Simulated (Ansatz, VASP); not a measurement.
## Two plane-wave programs on SnO2

```
CELL_PARAMETERS angstrom
-3.24890 3.41447 3.41402
3.24890 -3.41447 3.41402
3.24890 3.41447 -3.41402
ATOMIC_POSITIONS crystal
Sn 0.50000 0.00000 0.00000
Sn 0.50000 0.50000 0.50000
Sn 0.00360 0.75360 0.25000
Sn 0.99640 0.24640 0.75000
O 0.80650 0.80377 0.49728
O 0.80650 0.30922 0.00272
O 0.30244 0.24594 0.05649
O 0.68944 0.24594 0.44350
O 0.31056 0.75406 0.55649
O 0.19350 0.69078 0.99728
O 0.69756 0.75406 0.94351
O 0.19350 0.19623 0.50272
```

Alike in both runs: functional r2SCAN; k mesh 5 × 5 × 5; occupations fermi-dirac, width 0.05 eV; no spin polarisation.

```csv
,VASP,Ansatz
version,VASP 6.6.1,Ansatz 0.2.0
potentials or method,"VASP PAW PBE potentials, release 64 (Sn_d, O)",Ansatz PAW
plane-wave cutoff (eV),520,500
valence electrons in the cell,104,104
task,single point,band structure
```

```tsv
	VASP	Ansatz	Ansatz less VASP
gap on the k mesh at the Fermi level (eV)	1.29	1.27	-0.020
least direct gap on the mesh (eV)	1.29	1.27	-0.020
pressure (GPa)	-7.5	-8.4	-0.90
traceless stress, the component that is largest in VASP (GPa)	-1.31	-1.64	-0.328
rms of the force components (eV/Å)	0.033	0.042	+0.0089
```

VASP's potentials were made for PBE, not for r2SCAN. Atom by atom the forces differ by 0.013 eV/Å (rms over components).
